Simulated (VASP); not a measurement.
# Be (I4/mmm) in VASP: relaxation of shape and atoms at fixed volume with PBE

Aim: the relaxation of shape and atoms at fixed volume of Be with PBE.

Program: VASP 6.6.1. These are calculated values, not measurements. Logs are shortened: lines on timing, memory, paths and dates and some standing lists are left out, and cuts for length are marked.

## (1) The cell of the first run

The typed cell holds 1 atom: a = 2.304 Å, b = 2.304 Å, c = 2.304 Å, α = 119.98°, β = 119.98°, γ = 90.04°.

This isn't the form of Be at room conditions, which is hcp.

## (2) Relaxation of shape and atoms at fixed volume, PBE (8.66 Å³/atom)

The input, INCAR:

```
PREC = Accurate
ENCUT = 600
EDIFF = 1E-6
ISMEAR = 0
SIGMA = 0.1
LREAL = False
LASPH = True
NELM = 100
ALGO = Fast
ISIF = 4
LWAVE = False
LCHARG = False
GGA = PE
IBRION = 2
NSW = 50
EDIFFG = -0.01
```

The input, KPOINTS:

```
regular mesh
0
Gamma
  34 34 34
```

The input, POSCAR:

```
Be
1.0
   -1.1525976382      1.1525976382      1.6289687505
    1.1525976382     -1.1525976382      1.6289687505
    1.1525976382      1.1525976382     -1.6289687505
Be
1
Direct
    0.5000000000      0.5000000000      0.0000000000
```

Potentials or basis: VASP PAW PBE potentials, release 64 (Be).

Command:

```
> cat potpaw_PBE.64/Be/POTCAR > POTCAR
> mpirun -np 1 vasp_std > vasp.out
```

OUTCAR:

```text
PREC = Accurate
   ENCUT = 600
   EDIFF = 1E-6
   ISMEAR = 0
   LREAL = False
   LASPH = True
   NELM = 100
   ISIF = 4
   GGA = PE
   IBRION = 2
   NSW = 50
   EDIFFG = -0.01

 ion  position               nearest neighbor table
   1  0.500  0.500  0.000-

  LATTYP: Found a body centered tetragonal cell.
 ALAT       =     2.3051952764
 C/A-ratio  =     1.4133021763

  Lattice vectors:

 A1 = (  -1.1525976382,   1.1525976382,   1.6289687505)
 A2 = (   1.1525976382,  -1.1525976382,   1.6289687505)
 A3 = (   1.1525976382,   1.1525976382,  -1.6289687505)

Analysis of symmetry for initial positions (statically):
=====================================================================
 Subroutine PRICEL returns:
 Original cell was already a primitive cell.

 Routine SETGRP: Setting up the symmetry group for a
 body centered tetragonal supercell.

 Subroutine GETGRP returns: Found 16 space group operations
 (whereof 16 operations were pure point group operations)
 out of a pool of 16 trial point group operations.

The static configuration has the point symmetry D_4h.

Analysis of symmetry for dynamics (positions and initial velocities):
=====================================================================
 Subroutine PRICEL returns:
 Original cell was already a primitive cell.

 Routine SETGRP: Setting up the symmetry group for a
 body centered tetragonal supercell.

 Subroutine GETGRP returns: Found 16 space group operations
 (whereof 16 operations were pure point group operations)
 out of a pool of 16 trial point group operations.

The dynamic configuration has the point symmetry D_4h.

 Subroutine INISYM returns: Found 16 space group operations
 (whereof 16 operations are pure point group operations),
 and found     1 'primitive' translations

----------------------------------------------------------------------------------------

                                     Primitive cell

  volume of cell :       8.6562

  direct lattice vectors                    reciprocal lattice vectors
    -1.152597638  1.152597638  1.628968750     0.000000000  0.433802728  0.306942659
     1.152597638 -1.152597638  1.628968750     0.433802728  0.000000000  0.306942659
     1.152597638  1.152597638 -1.628968750     0.433802728  0.433802728  0.000000000

  length of vectors
     2.304452608  2.304452608  2.304452608     0.531411896  0.531411896  0.613489702

  position of ions in fractional coordinates (direct lattice)
     0.500000000  0.500000000  0.000000000

  ion indices of the primitive-cell ions
   primitive index   ion index
                 1           1

----------------------------------------------------------------------------------------

 KPOINTS: regular mesh

Automatic generation of k-mesh.
 Grid dimensions read from file:
 generate k-points for:   34   34   34

 Generating k-lattice:

  Cartesian coordinates                     Fractional coordinates (reciprocal lattice)
     0.000000000  0.012758904  0.009027725     0.029411765 -0.000000000  0.000000000
     0.012758904  0.000000000  0.009027725    -0.000000000  0.029411765  0.000000000
     0.012758904  0.012758904  0.000000000     0.000000000  0.000000000  0.029411765

  Length of vectors
     0.015629762  0.015629762  0.018043815

  Shift w.r.t. Gamma in fractional coordinates (k-lattice)
     0.000000000  0.000000000  0.000000000

 Subroutine IBZKPT returns following result:
 ===========================================

 Found   2844 irreducible k-points:

 Following reciprocal coordinates:
            Coordinates               Weight
  0.000000  0.000000  0.000000      1.000000
  0.029412  0.000000 -0.000000      8.000000
  0.058824  0.000000 -0.000000      8.000000
  0.088235  0.000000  0.000000      8.000000
  0.117647  0.000000  0.000000      8.000000
  0.147059  0.000000 -0.000000      8.000000
[... 16 lines left out ...]
  0.147059  0.029412  0.000000     16.000000
  0.176471  0.029412  0.000000     16.000000
 [... further k-points ...]
   k-points           NKPTS =   2844   k-points in BZ     NKDIM =   2844   number of bands    NBANDS=      5
   number of dos      NEDOS =    301   number of ions     NIONS =      1
   total plane-waves  NPLWV =   5832
   dimension x,y,z NGX =    18 NGY =   18 NGZ =   18
   dimension x,y,z NGXF=    36 NGYF=   36 NGZF=   36
   ions per type =               1
   NGX,Y,Z   is equivalent  to a cutoff of  12.99, 12.99, 12.99 a.u.
   NGXF,Y,Z  is equivalent  to a cutoff of  25.97, 25.97, 25.97 a.u.
 SYSTEM =  unknown system
   PREC   = accura    normal or accurate (medium, high low for compatibility)
   ISTART =      0    job   : 0-new  1-cont  2-samecut
   ICHARG =      2    charge: 1-file 2-atom 10-const
   ISPIN  =      1    spin polarized calculation?
   LNONCOLLINEAR =      F non collinear calculations
   LSORBIT =      F    spin-orbit coupling
   LASPH  =      T    aspherical Exc in radial PAW
   ENCUT  =  600.0 eV  44.10 Ry    6.64 a.u.   4.60  4.60  4.60*2*pi/ulx,y,z
   NELM   =    100;   NELMIN=  2; NELMDL= -5     # of ELM steps
   EDIFF  = 0.1E-05   stopping-criterion for ELM
   LREAL  =      F    real-space projection
   EDIFFG = -.1E-01   stopping-criterion for IOM
   NSW    =     50    number of steps for IOM
   IBRION =      2    ionic relax: 0-MD 1-quasi-New 2-CG
   NFREE  =      1    steps in history (QN), initial steepest desc. (CG)
   ISIF   =      4    stress and relaxation
   ISYM   =      2    0-nonsym 1-usesym 2-fastsym
   POTIM  = 0.5000    time-step for ionic-motion
   TEBEG  =    0.0;   TEEND  =   0.0 temperature during run
   PSTRESS=    0.0 pullay stress
   NELECT =       2.0000    total number of electrons
   NUPDOWN=      -1.0000    fix difference up-down
   EMIN   =  10.00;   EMAX   =-10.00  energy-range for DOS
   EFERMI =   0.00;   METHOD = LEGACY
   ISMEAR =     0;   SIGMA  =   0.10  broadening in eV -4-tet -1-fermi 0-gaus
   EFERMI_NEDOS =   21; number of points for ismear=-14 and -15
   IALGO  =     68    algorithm
   IMIX   =      4    mixing-type and parameters
     AMIX     =   0.40;   BMIX     =  1.00
     AMIX_MAG =   1.60;   BMIX_MAG =  1.00
  volume/ion in A,a.u.               =       8.66        58.42
  Fermi-wavevector in a.u.,A,eV,Ry     =   1.004559  1.898341 13.730166  1.009139
  Thomas-Fermi vector in A             =   2.137183
   LORBIT       =      0    0 simple, 1 ext, 2 COOP (PROOUT), +10 PAW based schemes
   GGA     = PE    functional components
   LHFCALC =     F    Hartree Fock is set to
   AEXX    =    0.0000 exact exchange contribution
   IVDW    =     0    specifies the selected vdW correction
   LEPSILON=     F    determine dielectric tensor
   LRPA    =     F    only Hartree local field effects (RPA)
 conjugate gradient relaxation of ions
 non-spin polarized calculation
 RMM-DIIS sequential band-by-band and
 Gauss-broadening in eV      SIGMA  =   0.10
  energy-cutoff  :      600.00
  volume of cell :        8.66
 maximum number of plane-waves:       303
   NGX =  9   NGY =  9   NGZ =  9

 number of electron       2.0000000 magnetization

 Free energy of the ion-electron system (eV)
  ---------------------------------------------------
  ext. energy  EPLUGINS =         0.00000000
  ---------------------------------------------------
  free energy    TOTEN  =        -3.66163039 eV

  energy without entropy =       -3.66080655  energy(sigma->0) =       -3.66121847

 E-fermi :   6.6915     XC(G=0): -10.3162

 val. band max:        6.6915282063   @ k =  -0.1176   0.4706   0.0882
 cond. band min:       6.7073301303   @ k =  -0.4412   0.4706   0.2353
 fundamental gap:      0.0158019240
 Fermi energy:         6.6915454982

 k-point     1 :       0.0000    0.0000    0.0000
  band No.  band energies     occupation
      1      -4.5548      2.00000
      2      24.7768      0.00000
      3      24.7775      0.00000
      4      24.7775      0.00000
      5      34.2029      0.00000

 k-point     2 :       0.0294    0.0000   -0.0000
  band No.  band energies     occupation
      1      -4.5272      2.00000
      2      24.5649      0.00000
      3      24.7317      0.00000
      4      24.7319      0.00000
      5      33.7423      0.00000

 k-point     3 :       0.0588    0.0000   -0.0000
  band No.  band energies     occupation
      1      -4.4441      2.00000
      2      23.9457      0.00000
      3      24.6015      0.00000
      4      24.6021      0.00000
      5      33.0463      0.00000

 k-point     4 :       0.0882    0.0000    0.0000
  band No.  band energies     occupation
      1      -4.3058      2.00000
      2      22.9806      0.00000
      3      24.4038      0.00000
      4      24.4054      0.00000
      5      32.6076      0.00000

 k-point     5 :       0.1176    0.0000    0.0000
  band No.  band energies     occupation
      1      -4.1121      2.00000
      2      21.7652      0.00000
      3      24.1606      0.00000
      4      24.1636      0.00000
      5      32.4294      0.00000

 k-point     6 :       0.1471    0.0000   -0.0000
  band No.  band energies     occupation
      1      -3.8632      2.00000
      2      20.3965      0.00000
      3      23.8933      0.00000
      4      23.8978      0.00000
      5      32.4603      0.00000
[... 113 lines left out ...]
 k-point    21 :       0.0882    0.0294   -0.0000
  band No.  band energies     occupation
      1      -4.2227      2.00000
      2      22.5867      0.00000
      3      23.8155      0.00000
      4      24.6494      0.00000
      5      32.3200      0.00000

 k-point    22 :       0.1176    0.0294   -0.0000
  band No.  band energies     occupation
      1      -4.0105      2.00000
      2      21.3178      0.00000
      3      23.5046      0.00000
      4      24.4713      0.00000
      5      32.2494      0.00000

 k-point    23 :       0.1471    0.0294    0.0000
  band No.  band energies     occupation
      1      -3.7432      2.00000
      2      19.9215      0.00000
      3      23.1975      0.00000
      4      24.2496      0.00000
      5      32.3582      0.00000

 k-point    24 :       0.1765    0.0294    0.0000
  band No.  band energies     occupation
      1      -3.4209      2.00000
      2      18.4648      0.00000
      3      22.9071      0.00000
      4      24.0036      0.00000
      5      32.5930      0.00000

 [... further k-points ...]
[... 5 lines left out ...]
  --------------------------------------------------------------------------------------
  -------------------------------------------------------------------------------------
  Total       -0.5101434     -0.5101434     -0.5060887      0.0000000     -0.0000000      0.0000000
  in kB      -94.4223244    -94.4223244    -93.6718394      0.0000000     -0.0000000      0.0000000
  external PRESSURE =     -94.1721628 kB  Pullay stress =       0.0000000 kB

 VOLUME and BASIS-vectors are now :
 -----------------------------------------------------------------------------
  energy-cutoff  :      600.00
  volume of cell :        8.66
      direct lattice vectors                 reciprocal lattice vectors
    -1.152597638  1.152597638  1.628968750     0.000000000  0.433802728  0.306942659
     1.152597638 -1.152597638  1.628968750     0.433802728  0.000000000  0.306942659
     1.152597638  1.152597638 -1.628968750     0.433802728  0.433802728  0.000000000

 POSITION                                       TOTAL-FORCE (eV/Angst)
 -----------------------------------------------------------------------------------
      0.00000      0.00000      1.62897         0.000000      0.000000      0.000000
 -----------------------------------------------------------------------------------
    total drift:                               -0.000000     -0.000000     -0.000000

  FREE ENERGIE OF THE ION-ELECTRON SYSTEM (eV)
  ---------------------------------------------------
  free  energy   TOTEN  =        -3.6616303938 eV

  energy  without entropy=       -3.6608065505  energy(sigma->0) =       -3.66121847

 reached required accuracy - stopping structural energy minimisation
```

Wall time 89 s (1 thread of Intel Xeon Platinum 8259CL at 2.50GHz (Skylake/Cascade Lake), shared host); peak memory 0.27 GiB.

Results:

```yaml
Free_energy: -3.6616 eV
Pressure_after_relaxing: -9.4 GPa
Band_gap_on_the_k_mesh: zero (bands 1 and 2 overlap by 0.92 eV)
```

Stress tensor (GPa, compression positive):
```
-9.44  0.00  0.00
 0.00 -9.44  0.00
 0.00  0.00 -9.37
```

Final structure:
```yaml
crystal:
  lattice:
    - [-1.15260, 1.15260, 1.62897]
    - [1.15260, -1.15260, 1.62897]
    - [1.15260, 1.15260, -1.62897]
  atoms:
    - { symbol: Be, position: [0.50000, 0.50000, 0.00000] }
```
